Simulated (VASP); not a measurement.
# Pt (Pm-3n) in VASP: notebook, part 2 of 2

VASP 6.6.1.

## Step 4: Relaxation of cell and atoms, PBE

File INCAR:

```
SYSTEM = Pt
PREC     = Accurate       ! precision mode
ENCUT    = 600            ! plane-wave cutoff, eV
EDIFF    = 1E-6           ! SCF threshold, eV
ISMEAR   = 0              ! smearing method
SIGMA    = 0.1            ! smearing width, eV
LREAL    = .False.        ! projectors in reciprocal space
LASPH    = .True.         ! aspherical terms in the spheres
NELM     = 80             ! most SCF steps
ALGO     = Fast           ! electronic algorithm
ISIF     = 3              ! what is computed and relaxed
LWAVE    = .False.        ! write WAVECAR
LCHARG   = .False.        ! write CHGCAR
GGA      = PE             ! functional
IBRION   = 2              ! ionic algorithm
NSW      = 100            ! ionic steps
EDIFFG   = -0.01          ! ionic threshold
```

File KPOINTS:

```
regular mesh
0
Gamma
  8 8 8
  0 0 0
```

File POSCAR:

```
Pt
1.0
    5.0426246766      0.0000000000      0.0000000000
    0.0000000000      5.0426246766      0.0000000000
    0.0000000000      0.0000000000      5.0426246766
Pt
8
Direct
    0.5000000000      0.5000000000      0.5000000000
    0.0000000000      0.0000000000      0.0000000000
    0.2500000000      0.0000000000      0.5000000000
    0.5000000000      0.2500000000      0.0000000000
    0.5000000000      0.7500000000      0.0000000000
    0.7500000000      0.0000000000      0.5000000000
    0.0000000000      0.5000000000      0.7500000000
    0.0000000000      0.5000000000      0.2500000000
```

Potentials or basis: VASP PAW PBE potentials, release 64 (Pt).

Launch:

```bash
> cat potpaw_PBE.64/Pt/POTCAR > POTCAR
> mpirun -np 1 vasp_std > vasp.out
```

OUTCAR:

```text
SYSTEM = Pt
   PREC = Accurate
   ENCUT = 600
   EDIFF = 1E-6
   ISMEAR = 0
   LREAL = .False.
   LASPH = .True.
   NELM = 80
   ISIF = 3
   GGA = PE
   IBRION = 2
   NSW = 100
   EDIFFG = -0.01

 ion  position               nearest neighbor table
   1  0.500  0.500  0.500-   3 2.82   4 2.82   5 2.82   6 2.82   7 2.82   8 2.82   4 2.82   5 2.82
                             3 2.82   6 2.82   7 2.82   8 2.82
   2  0.000  0.000  0.000-   3 2.82   4 2.82   5 2.82   6 2.82   7 2.82   8 2.82   3 2.82   6 2.82
                             7 2.82   8 2.82   4 2.82   5 2.82
   3  0.250  0.000  0.500-   6 2.52   6 2.52   1 2.82   2 2.82   1 2.82   2 2.82   8 3.09   5 3.09
                             4 3.09   5 3.09   4 3.09   7 3.09   8 3.09   7 3.09
   4  0.500  0.250  0.000-   5 2.52   5 2.52   1 2.82   1 2.82   2 2.82   2 2.82   8 3.09   3 3.09
                             3 3.09   6 3.09   6 3.09   7 3.09   7 3.09   8 3.09
   5  0.500  0.750  0.000-   4 2.52   4 2.52   1 2.82   1 2.82   2 2.82   2 2.82   8 3.09   3 3.09
                             3 3.09   6 3.09   6 3.09   7 3.09   7 3.09   8 3.09
   6  0.750  0.000  0.500-   3 2.52   3 2.52   1 2.82   2 2.82   1 2.82   2 2.82   8 3.09   4 3.09
                             4 3.09   5 3.09   5 3.09   7 3.09   8 3.09   7 3.09
   7  0.000  0.500  0.750-   8 2.52   8 2.52   1 2.82   2 2.82   2 2.82   1 2.82   3 3.09   4 3.09
                             5 3.09   3 3.09   6 3.09   6 3.09   4 3.09   5 3.09
   8  0.000  0.500  0.250-   7 2.52   7 2.52   1 2.82   2 2.82   2 2.82   1 2.82   3 3.09   4 3.09
                             5 3.09   3 3.09   6 3.09   6 3.09   4 3.09   5 3.09

  LATTYP: Found a simple cubic cell.
 ALAT       =     5.0426246766

  Lattice vectors:

 A1 = (   5.0426246766,   0.0000000000,   0.0000000000)
 A2 = (   0.0000000000,   5.0426246766,   0.0000000000)
 A3 = (   0.0000000000,   0.0000000000,   5.0426246766)

Analysis of symmetry for initial positions (statically):
=====================================================================
 Subroutine PRICEL returns:
 Original cell was already a primitive cell.

 Routine SETGRP: Setting up the symmetry group for a
 simple cubic supercell.

 Subroutine GETGRP returns: Found 48 space group operations
 (whereof 24 operations were pure point group operations)
 out of a pool of 48 trial point group operations.

The static configuration has the point symmetry T_h .
 The point group associated with its full space group is O_h .

Analysis of symmetry for dynamics (positions and initial velocities):
=====================================================================
 Subroutine PRICEL returns:
 Original cell was already a primitive cell.

 Routine SETGRP: Setting up the symmetry group for a
 simple cubic supercell.

 Subroutine GETGRP returns: Found 48 space group operations
 (whereof 24 operations were pure point group operations)
 out of a pool of 48 trial point group operations.

The dynamic configuration has the point symmetry T_h .
 The point group associated with its full space group is O_h .

 Subroutine INISYM returns: Found 48 space group operations
 (whereof 24 operations are pure point group operations),
 and found     1 'primitive' translations

----------------------------------------------------------------------------------------

                                     Primitive cell

  volume of cell :     128.2242

  direct lattice vectors                    reciprocal lattice vectors
     5.042624677  0.000000000  0.000000000     0.198309425  0.000000000  0.000000000
     0.000000000  5.042624677  0.000000000     0.000000000  0.198309425  0.000000000
     0.000000000  0.000000000  5.042624677     0.000000000  0.000000000  0.198309425

  length of vectors
     5.042624677  5.042624677  5.042624677     0.198309425  0.198309425  0.198309425

  position of ions in fractional coordinates (direct lattice)
     0.500000000  0.500000000  0.500000000
     0.000000000  0.000000000  0.000000000
     0.250000000  0.000000000  0.500000000
     0.500000000  0.250000000  0.000000000
     0.500000000  0.750000000  0.000000000
     0.750000000  0.000000000  0.500000000
[... 36 lines left out ...]
 ===========================================

 Found     35 irreducible k-points:

 Following reciprocal coordinates:
            Coordinates               Weight
  0.000000  0.000000  0.000000      1.000000
  0.125000  0.000000  0.000000      6.000000
  0.250000  0.000000  0.000000      6.000000
  0.375000  0.000000  0.000000      6.000000
  0.500000  0.000000  0.000000      3.000000
  0.125000  0.125000  0.000000     12.000000
[... 16 lines left out ...]
  0.375000  0.375000  0.125000     24.000000
  0.500000  0.375000  0.125000     24.000000
 [... further k-points ...]
   k-points           NKPTS =     35   k-points in BZ     NKDIM =     35   number of bands    NBANDS=     48
   number of dos      NEDOS =    301   number of ions     NIONS =      8
   total plane-waves  NPLWV =  64000
   dimension x,y,z NGX =    40 NGY =   40 NGZ =   40
   dimension x,y,z NGXF=    80 NGYF=   80 NGZF=   80
   ions per type =               8
   NGX,Y,Z   is equivalent  to a cutoff of  13.19, 13.19, 13.19 a.u.
   NGXF,Y,Z  is equivalent  to a cutoff of  26.37, 26.37, 26.37 a.u.
 SYSTEM =  Pt
   PREC   = accura    normal or accurate (medium, high low for compatibility)
   ISTART =      0    job   : 0-new  1-cont  2-samecut
   ICHARG =      2    charge: 1-file 2-atom 10-const
   ISPIN  =      1    spin polarized calculation?
   LNONCOLLINEAR =      F non collinear calculations
   LSORBIT =      F    spin-orbit coupling
   LASPH  =      T    aspherical Exc in radial PAW
   ENCUT  =  600.0 eV  44.10 Ry    6.64 a.u.  10.07 10.07 10.07*2*pi/ulx,y,z
   NELM   =     80;   NELMIN=  2; NELMDL= -5     # of ELM steps
   EDIFF  = 0.1E-05   stopping-criterion for ELM
   LREAL  =      F    real-space projection
   EDIFFG = -.1E-01   stopping-criterion for IOM
   NSW    =    100    number of steps for IOM
   IBRION =      2    ionic relax: 0-MD 1-quasi-New 2-CG
   NFREE  =      1    steps in history (QN), initial steepest desc. (CG)
   ISIF   =      3    stress and relaxation
   ISYM   =      2    0-nonsym 1-usesym 2-fastsym
   POTIM  = 0.5000    time-step for ionic-motion
   TEBEG  =    0.0;   TEEND  =   0.0 temperature during run
   PSTRESS=    0.0 pullay stress
   NELECT =      80.0000    total number of electrons
   NUPDOWN=      -1.0000    fix difference up-down
   EMIN   =  10.00;   EMAX   =-10.00  energy-range for DOS
   EFERMI =   0.00;   METHOD = LEGACY
   ISMEAR =     0;   SIGMA  =   0.10  broadening in eV -4-tet -1-fermi 0-gaus
   EFERMI_NEDOS =   21; number of points for ismear=-14 and -15
   IALGO  =     68    algorithm
   IMIX   =      4    mixing-type and parameters
     AMIX     =   0.40;   BMIX     =  1.00
     AMIX_MAG =   1.60;   BMIX_MAG =  1.00
  volume/ion in A,a.u.               =      16.03       108.16
  Fermi-wavevector in a.u.,A,eV,Ry     =   1.398883  2.643506 26.624897  1.956875
  Thomas-Fermi vector in A             =   2.521998
   LORBIT       =      0    0 simple, 1 ext, 2 COOP (PROOUT), +10 PAW based schemes
   GGA     = PE    functional components
   LHFCALC =     F    Hartree Fock is set to
   AEXX    =    0.0000 exact exchange contribution
   IVDW    =     0    specifies the selected vdW correction
   LEPSILON=     F    determine dielectric tensor
   LRPA    =     F    only Hartree local field effects (RPA)
 conjugate gradient relaxation of ions
 non-spin polarized calculation
 RMM-DIIS sequential band-by-band and
 Gauss-broadening in eV      SIGMA  =   0.10
  energy-cutoff  :      600.00
  volume of cell :      128.22
 maximum number of plane-waves:      4337
   NGX = 21   NGY = 21   NGZ = 21

--------------------------------------- Ionic step        1  -------------------------------------------

 number of electron      80.0000019 magnetization

 Free energy of the ion-electron system (eV)
  ---------------------------------------------------
  ext. energy  EPLUGINS =         0.00000000
  ---------------------------------------------------
  free energy    TOTEN  =       -46.76590221 eV

  energy without entropy =      -46.69158833  energy(sigma->0) =      -46.72874527

 E-fermi :  10.0977     XC(G=0): -13.1024

 val. band max:       10.0961482998   @ k =   0.2500   0.0000   0.0000
 cond. band min:      10.1017189114   @ k =   0.3750   0.1250   0.0000
 fundamental gap:      0.0055706115
 Fermi energy:        10.0977327762

 k-point     1 :       0.0000    0.0000    0.0000
  band No.  band energies     occupation
      1       0.5618      2.00000
      2       3.1659      2.00000
      3       3.1659      2.00000
      4       4.3323      2.00000
      5       4.5288      2.00000
      6       4.6788      2.00000
[... 1298 lines left out ...]
--------------------------------------- Ionic step        3  -------------------------------------------

 number of electron      80.0000007 magnetization

 Free energy of the ion-electron system (eV)
  ---------------------------------------------------
  ext. energy  EPLUGINS =         0.00000000
  ---------------------------------------------------
  free energy    TOTEN  =       -46.77576387 eV

  energy without entropy =      -46.70027333  energy(sigma->0) =      -46.73801860

 E-fermi :   9.9129     XC(G=0): -13.0409

 val. band max:        9.9107898847   @ k =   0.2500   0.0000   0.0000
 cond. band min:       9.9158515609   @ k =   0.3750   0.1250   0.0000
 fundamental gap:      0.0050616762
 Fermi energy:         9.9128795908

 k-point     1 :       0.0000    0.0000    0.0000
  band No.  band energies     occupation
      1       0.4857      2.00000
      2       3.0781      2.00000
      3       3.0781      2.00000
      4       4.2317      2.00000
      5       4.4304      2.00000
      6       4.5851      2.00000
[... 1250 lines left out ...]
  FREE ENERGIE OF THE ION-ELECTRON SYSTEM (eV)
  ---------------------------------------------------
  free  energy   TOTEN  =       -46.7757638742 eV

  energy  without entropy=      -46.7002733340  energy(sigma->0) =      -46.73801860

 reached required accuracy - stopping structural energy minimisation
```

It took 3.9 min on 1 thread of Intel Xeon 6975P-C (Granite Rapids), shared host; peak memory 0.36 GiB.

Results:

```
Free energy                           : -46.7758 eV
Relaxed volume                        : 16.20 Å³/atom
Relaxed cell                          : a = 5.060 Å, b = 5.060 Å, c = 5.060 Å, α = 90.00°, β = 90.00°, γ = 90.00°
Space group after relaxing (to 0.1 Å) : Pm-3n (No. 223)
Energy gained by relaxing             : 1.2 meV/atom
Ionic steps                           : 3
Pressure after relaxing               : 0.0 GPa
Band gap on the k mesh                : zero (bands 40 and 41 overlap by 0.41 eV)
```

Step by step:
```tsv
step	energy change (eV)	largest force (eV/Å)	pressure (GPa)	volume (Å³)
1	0.0000	0.0000	2.42	128.22
2	0.0437	0.0000	-5.21	132.76
3	-0.0099	0.0000	-0.03	129.56
```

Final structure:
```
Pt
1.0
     5.06012    0.00000    0.00000
     0.00000    5.06012    0.00000
     0.00000    0.00000    5.06012
Pt
8
Direct
  0.50000 0.50000 0.50000
  0.00000 0.00000 0.00000
  0.25000 0.00000 0.50000
  0.50000 0.25000 0.00000
  0.50000 0.75000 0.00000
  0.75000 0.00000 0.50000
  0.00000 0.50000 0.75000
  0.00000 0.50000 0.25000
```

Levels at points of the mesh, in eV from the Fermi level:
```tsv
k point	band 38	band 39	band 40	band 41	band 42	band 43
(0.00, 0.00, 0.00)	-0.17	0.20	0.20	0.20	2.35	2.35
(0.50, 0.00, 0.00)	-0.57	0.17	0.17	0.62	0.62	2.59
(0.50, 0.50, 0.00)	-0.41	-0.19	-0.19	0.14	0.18	0.18
(0.50, 0.50, 0.50)	-0.39	-0.39	-0.39	0.53	0.53	0.53
```

Caveat: spin-orbit coupling is left out, which moves the levels of the heavy elements.

## Step 5: Summary

| task | cell | k mesh | cutoff (eV) | gap on the mesh (eV) | pressure (GPa) |
| --- | --- | --- | --- | --- | --- |
| single point | a = 5.043 Å, 8 atoms | 4 × 4 × 4 | 520 | none | 2.5 |
| single point | a = 5.063 Å, 8 atoms | 8 × 8 × 8 | 520 | none | -0.5 |
| relaxation of cell and atoms | relaxed from a = 5.043 Å, 8 atoms | 8 × 8 × 8 | 600 | none | 0.0 |

Alike in all rows: level PBE; potentials or basis VASP PAW PBE potentials, release 64 (Pt); no spin polarisation; smearing gaussian 0.1 eV.

Caveats: spin-orbit coupling is left out, which moves the levels of the heavy elements.

Absolute energies hang on the potentials; compare differences alone.

The gap in the log of VASP goes by the Fermi energy; the results here count the filled bands.